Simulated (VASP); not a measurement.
# CaS (Fm-3m) in VASP: single point with PBEsol

Aim: the single point of CaS with PBEsol.

Program: VASP 6.6.1. These are calculated values, not measurements. Logs are shortened: lines on timing, memory, paths and dates and some standing lists are left out, and cuts for length are marked.

### Step 1. The cell of the first run

Symmetry: Fm-3m, No. 225, cubic system. The conventional cell has a = 5.633 Å, b = 5.633 Å, c = 5.633 Å, α = 90.00°, β = 90.00°, γ = 90.00°. S (site symmetry m-3m) has 6 Ca at 2.82 Å within 3.7 Å. Ca (site symmetry m-3m) has 6 S at 2.82 Å within 3.7 Å.

### Step 2. Single point, PBEsol

Input file INCAR:

```
PREC     = Accurate       # precision mode
ENCUT    = 500            # plane-wave cutoff, eV
EDIFF    = 1E-6           # SCF threshold, eV
ISMEAR   = -1             # smearing method
SIGMA    = 0.05           # smearing width, eV
LREAL    = Auto         
LASPH    = T              # aspherical terms in the spheres
NELM     = 120            # most SCF steps
ALGO     = Normal         # electronic algorithm
ISIF     = 2              # what is computed and relaxed
LWAVE    = F              # write WAVECAR
LCHARG   = F              # write CHGCAR
GGA      = PS             # functional
NBANDS   = 294            # bands
GGA_COMPAT= F
```

Input file KPOINTS:

```
regular mesh
0
Gamma
  1 1 1
```

Input file POSCAR:

```
CaS
1.0
   11.2664380000      0.0000000000      0.0000000000
    0.0000000000     11.2664380000      0.0000000000
    0.0000000000      0.0000000000     11.2664380000
S Ca
32 32
Direct
    0.2500000000      0.0000000000      0.0000000000
    0.2500000000      0.0000000000      0.5000000000
    0.2500000000      0.5000000000      0.0000000000
    0.2500000000      0.5000000000      0.5000000000
    0.7500000000      0.0000000000      0.0000000000
    0.7500000000      0.0000000000      0.5000000000
    0.7500000000      0.5000000000      0.0000000000
    0.7500000000      0.5000000000      0.5000000000
    0.0000000000      0.2500000000      0.0000000000
    0.0000000000      0.2500000000      0.5000000000
    0.0000000000      0.7500000000      0.0000000000
    0.0000000000      0.7500000000      0.5000000000
    0.5000000000      0.2500000000      0.0000000000
    0.5000000000      0.2500000000      0.5000000000
    0.5000000000      0.7500000000      0.0000000000
    0.5000000000      0.7500000000      0.5000000000
    0.0000000000      0.0000000000      0.2500000000
    0.0000000000      0.0000000000      0.7500000000
    0.0000000000      0.5000000000      0.2500000000
    0.0000000000      0.5000000000      0.7500000000
    0.5000000000      0.0000000000      0.2500000000
    0.5000000000      0.0000000000      0.7500000000
    0.5000000000      0.5000000000      0.2500000000
    0.5000000000      0.5000000000      0.7500000000
    0.2500000000      0.2500000000      0.2500000000
    0.2500000000      0.2500000000      0.7500000000
    0.2500000000      0.7500000000      0.2500000000
    0.2500000000      0.7500000000      0.7500000000
    0.7500000000      0.2500000000      0.2500000000
    0.7500000000      0.2500000000      0.7500000000
    0.7500000000      0.7500000000      0.2500000000
    0.7500000000      0.7500000000      0.7500000000
    0.0000000000      0.0000000000      0.0000000000
    0.0000000000      0.0000000000      0.5000000000
    0.0000000000      0.5000000000      0.0000000000
    0.0000000000      0.5000000000      0.5000000000
    0.5000000000      0.0000000000      0.0000000000
    0.5000000000      0.0000000000      0.5000000000
    0.5000000000      0.5000000000      0.0000000000
    0.5000000000      0.5000000000      0.5000000000
    0.2500000000      0.2500000000      0.0000000000
    0.2500000000      0.2500000000      0.5000000000
    0.2500000000      0.7500000000      0.0000000000
    0.2500000000      0.7500000000      0.5000000000
    0.7500000000      0.2500000000      0.0000000000
    0.7500000000      0.2500000000      0.5000000000
    0.7500000000      0.7500000000      0.0000000000
    0.7500000000      0.7500000000      0.5000000000
    0.2500000000      0.0000000000      0.2500000000
    0.2500000000      0.0000000000      0.7500000000
    0.2500000000      0.5000000000      0.2500000000
    0.2500000000      0.5000000000      0.7500000000
    0.7500000000      0.0000000000      0.2500000000
    0.7500000000      0.0000000000      0.7500000000
    0.7500000000      0.5000000000      0.2500000000
    0.7500000000      0.5000000000      0.7500000000
    0.0000000000      0.2500000000      0.2500000000
    0.0000000000      0.2500000000      0.7500000000
    0.0000000000      0.7500000000      0.2500000000
    0.0000000000      0.7500000000      0.7500000000
    0.5000000000      0.2500000000      0.2500000000
    0.5000000000      0.2500000000      0.7500000000
    0.5000000000      0.7500000000      0.2500000000
    0.5000000000      0.7500000000      0.7500000000
```

Potentials or basis: VASP PAW PBE potentials, release 64 (S, Ca_sv).

Started as:

```bash
> cat potpaw_PBE.64/S/POTCAR potpaw_PBE.64/Ca_sv/POTCAR > POTCAR
> mpirun -np 1 vasp_gam > vasp.out
```

OUTCAR:

```text
PREC = Accurate
   ENCUT = 500
   EDIFF = 1E-6
   ISMEAR = -1
   LREAL = Auto
   LASPH = T
   NELM = 120
   ISIF = 2
   GGA = PS

 ion  position               nearest neighbor table
   1  0.250  0.000  0.000-  33 2.82  37 2.82  41 2.82  43 2.82  49 2.82  50 2.82
   2  0.250  0.000  0.500-  34 2.82  38 2.82  42 2.82  44 2.82  49 2.82  50 2.82
   3  0.250  0.500  0.000-  35 2.82  39 2.82  41 2.82  43 2.82  51 2.82  52 2.82
   4  0.250  0.500  0.500-  36 2.82  40 2.82  42 2.82  44 2.82  51 2.82  52 2.82
   5  0.750  0.000  0.000-  33 2.82  37 2.82  45 2.82  47 2.82  53 2.82  54 2.82
   6  0.750  0.000  0.500-  34 2.82  38 2.82  46 2.82  48 2.82  53 2.82  54 2.82
[... 56 lines left out ...]
  63  0.500  0.750  0.250-  15 2.82  16 2.82  21 2.82  23 2.82  27 2.82  31 2.82
  64  0.500  0.750  0.750-  15 2.82  16 2.82  22 2.82  24 2.82  28 2.82  32 2.82

  LATTYP: Found a simple cubic cell.
 ALAT       =    11.2664380000

  Lattice vectors:

 A1 = (  11.2664380000,   0.0000000000,   0.0000000000)
 A2 = (   0.0000000000,  11.2664380000,   0.0000000000)
 A3 = (   0.0000000000,   0.0000000000,  11.2664380000)

Analysis of symmetry for initial positions (statically):
=====================================================================
 Subroutine PRICEL returns following result:

  LATTYP: Found a face centered cubic cell.
 ALAT       =     5.6332190000

  Lattice vectors:

 A1 = (   2.8166095000,  -2.8166095000,   0.0000000000)
 A2 = (   2.8166095000,   0.0000000000,   2.8166095000)
 A3 = (   0.0000000000,  -2.8166095000,   2.8166095000)

  32 primitive cells build up your supercell.

 Routine SETGRP: Setting up the symmetry group for a
 simple cubic supercell.

 Subroutine GETGRP returns: Found 48 space group operations
 (whereof 48 operations were pure point group operations)
 out of a pool of 48 trial point group operations.

The static configuration has the point symmetry O_h .

Analysis of symmetry for dynamics (positions and initial velocities):
=====================================================================
 Subroutine PRICEL returns following result:

  LATTYP: Found a face centered cubic cell.
 ALAT       =     5.6332190000

  Lattice vectors:

 A1 = (   2.8166095000,  -2.8166095000,   0.0000000000)
 A2 = (   2.8166095000,   0.0000000000,   2.8166095000)
 A3 = (   0.0000000000,  -2.8166095000,   2.8166095000)

  32 primitive cells build up your supercell.

 Routine SETGRP: Setting up the symmetry group for a
 simple cubic supercell.

 Subroutine GETGRP returns: Found 48 space group operations
 (whereof 48 operations were pure point group operations)
 out of a pool of 48 trial point group operations.

The dynamic configuration has the point symmetry O_h .

 Subroutine INISYM returns: Found 48 space group operations
 (whereof 48 operations are pure point group operations),
 and found    32 'primitive' translations

----------------------------------------------------------------------------------------

                                     Primitive cell

  volume of cell :      44.6900

  direct lattice vectors                    reciprocal lattice vectors
     2.816609500 -2.816609500  0.000000000     0.177518396 -0.177518396 -0.177518396
     2.816609500  0.000000000  2.816609500     0.177518396  0.177518396  0.177518396
     0.000000000 -2.816609500  2.816609500    -0.177518396 -0.177518396  0.177518396

  length of vectors
     3.983287355  3.983287355  3.983287355     0.307470881  0.307470881  0.307470881

  position of ions in fractional coordinates (direct lattice)
     0.500000000  0.500000000  0.500000000
     0.000000000  0.000000000  0.000000000

  ion indices of the primitive-cell ions
   primitive index   ion index
                 1           1
                 2          33

----------------------------------------------------------------------------------------

 KPOINTS: regular mesh

Automatic generation of k-mesh.
 Grid dimensions read from file:
 generate k-points for:    1    1    1

 Generating k-lattice:

  Cartesian coordinates                     Fractional coordinates (reciprocal lattice)
     0.088759198  0.000000000  0.000000000     1.000000000  0.000000000  0.000000000
     0.000000000  0.088759198  0.000000000     0.000000000  1.000000000  0.000000000
     0.000000000  0.000000000  0.088759198     0.000000000  0.000000000  1.000000000

  Length of vectors
     0.088759198  0.088759198  0.088759198

  Shift w.r.t. Gamma in fractional coordinates (k-lattice)
     0.000000000  0.000000000  0.000000000

 Subroutine IBZKPT returns following result:
 ===========================================

 Found      1 irreducible k-points:

 Following reciprocal coordinates:
            Coordinates               Weight
  0.000000  0.000000  0.000000      1.000000
   k-points           NKPTS =      1   k-points in BZ     NKDIM =      1   number of bands    NBANDS=    294
   number of dos      NEDOS =    301   number of ions     NIONS =     64
   total plane-waves  NPLWV = 592704
   dimension x,y,z NGX =    84 NGY =   84 NGZ =   84
   dimension x,y,z NGXF=   168 NGYF=  168 NGZF=  168
   ions per type =              32  32
   NGX,Y,Z   is equivalent  to a cutoff of  12.39, 12.39, 12.39 a.u.
   NGXF,Y,Z  is equivalent  to a cutoff of  24.79, 24.79, 24.79 a.u.
 SYSTEM =  unknown system
   PREC   = accura    normal or accurate (medium, high low for compatibility)
   ISTART =      0    job   : 0-new  1-cont  2-samecut
   ICHARG =      2    charge: 1-file 2-atom 10-const
   ISPIN  =      1    spin polarized calculation?
   LNONCOLLINEAR =      F non collinear calculations
   LSORBIT =      F    spin-orbit coupling
   LASPH  =      T    aspherical Exc in radial PAW
   ENCUT  =  500.0 eV  36.75 Ry    6.06 a.u.  20.54 20.54 20.54*2*pi/ulx,y,z
   NELM   =    120;   NELMIN=  2; NELMDL= -5     # of ELM steps
   EDIFF  = 0.1E-05   stopping-criterion for ELM
   LREAL  =      T    real-space projection
   EDIFFG = 0.1E-04   stopping-criterion for IOM
   NSW    =      0    number of steps for IOM
   IBRION =     -1    ionic relax: 0-MD 1-quasi-New 2-CG
   NFREE  =      0    steps in history (QN), initial steepest desc. (CG)
   ISIF   =      2    stress and relaxation
   ISYM   =      2    0-nonsym 1-usesym 2-fastsym
   POTIM  = 0.5000    time-step for ionic-motion
   TEBEG  =    0.0;   TEEND  =   0.0 temperature during run
   PSTRESS=    0.0 pullay stress
   NELECT =     512.0000    total number of electrons
   NUPDOWN=      -1.0000    fix difference up-down
   EMIN   =  10.00;   EMAX   =-10.00  energy-range for DOS
   EFERMI =   0.00;   METHOD = LEGACY
   ISMEAR =    -1;   SIGMA  =   0.05  broadening in eV -4-tet -1-fermi 0-gaus
   EFERMI_NEDOS =   21; number of points for ismear=-14 and -15
   IALGO  =     38    algorithm
   IMIX   =      4    mixing-type and parameters
     AMIX     =   0.40;   BMIX     =  1.00
     AMIX_MAG =   1.60;   BMIX_MAG =  1.00
  volume/ion in A,a.u.               =      22.34       150.79
  Fermi-wavevector in a.u.,A,eV,Ry     =   1.162460  2.196732 18.385747  1.351314
  Thomas-Fermi vector in A             =   2.299021
   LORBIT       =      0    0 simple, 1 ext, 2 COOP (PROOUT), +10 PAW based schemes
   GGA     = PS    functional components
   LHFCALC =     F    Hartree Fock is set to
   AEXX    =    0.0000 exact exchange contribution
   IVDW    =     0    specifies the selected vdW correction
   LEPSILON=     F    determine dielectric tensor
   LRPA    =     F    only Hartree local field effects (RPA)
 non-spin polarized calculation
  energy-cutoff  :      500.00
  volume of cell :     1430.08
 maximum number of plane-waves:     18129
 NGX is ok and might be reduce to    84
   NGX = 41   NGY = 41   NGZ = 41

 number of electron     511.9999854 magnetization

 Free energy of the ion-electron system (eV)
  ---------------------------------------------------
  ext. energy  EPLUGINS =         0.00000000
  ---------------------------------------------------
  free energy    TOTEN  =      -346.74980046 eV

  energy without entropy =     -346.74980045  energy(sigma->0) =     -346.74980046

 E-fermi :   3.9765     XC(G=0):  -9.6466

 val. band max:        2.9218105375   @ k =   0.0000   0.0000   0.0000
 cond. band min:       5.0306514902   @ k =   0.0000   0.0000   0.0000
 fundamental gap:      2.1088409527
 Fermi energy:         3.9764840477

 k-point     1 :       0.0000    0.0000    0.0000
  band No.  band energies     occupation
      1     -36.0450      2.00000
      2     -36.0357      2.00000
      3     -36.0357      2.00000
      4     -36.0357      2.00000
      5     -36.0357      2.00000
      6     -36.0357      2.00000
[... 260 lines left out ...]
    267       6.9458      0.00000
    268       6.9458      0.00000
 [bands above 268 left out]

------------------------ aborting loop because EDIFF is reached ----------------------------------------

  FORCE on cell =-STRESS in cart. coord.  units (eV):
  Direction    XX          YY          ZZ          XY          YZ          ZX
  --------------------------------------------------------------------------------------
  -------------------------------------------------------------------------------------
  Total        8.1007919      8.1007919      8.1007919      0.0000000      0.0000000     -0.0000000
  in kB        9.0756588      9.0756588      9.0756588      0.0000000      0.0000000     -0.0000000
  external PRESSURE =       9.0756588 kB  Pullay stress =       0.0000000 kB

 VOLUME and BASIS-vectors are now :
 -----------------------------------------------------------------------------
  energy-cutoff  :      500.00
  volume of cell :     1430.08
      direct lattice vectors                 reciprocal lattice vectors
    11.266438000  0.000000000  0.000000000     0.088759198  0.000000000  0.000000000
     0.000000000 11.266438000  0.000000000     0.000000000  0.088759198  0.000000000
     0.000000000  0.000000000 11.266438000     0.000000000  0.000000000  0.088759198

 POSITION                                       TOTAL-FORCE (eV/Angst)
 -----------------------------------------------------------------------------------
      2.81661      0.00000      0.00000        -0.000000      0.000000      0.000000
      2.81661      0.00000      5.63322         0.000000     -0.000000      0.000000
      2.81661      5.63322      0.00000         0.000000      0.000000     -0.000000
      2.81661      5.63322      5.63322        -0.000000     -0.000000     -0.000000
      8.44983      0.00000      0.00000        -0.000000      0.000000     -0.000000
      8.44983      0.00000      5.63322        -0.000000      0.000000     -0.000000
[... 56 lines left out ...]
      5.63322      8.44983      2.81661        -0.000000      0.000000     -0.000000
      5.63322      8.44983      8.44983         0.000000      0.000000     -0.000000
 -----------------------------------------------------------------------------------
    total drift:                                0.000000      0.000000      0.000000

  FREE ENERGIE OF THE ION-ELECTRON SYSTEM (eV)
  ---------------------------------------------------
  free  energy   TOTEN  =      -346.7498004606 eV

  energy  without entropy=     -346.7498004514  energy(sigma->0) =     -346.74980046
```

It took 9.6 min on 1 thread of AMD EPYC 7R13 (Zen 3), shared host; peak memory 1.1 GiB.

Results:

```
Free energy            : -346.7498 eV
Pressure               : 0.9 GPa
Band gap on the k mesh : 2.11 eV
```

Caveat: the k points lie up to 0.56 Å⁻¹ apart; the PAW data sets were made with another functional, which shifts forces and pressure a little; an odd mesh through Γ misses points on the zone boundary, where band edges can lie.
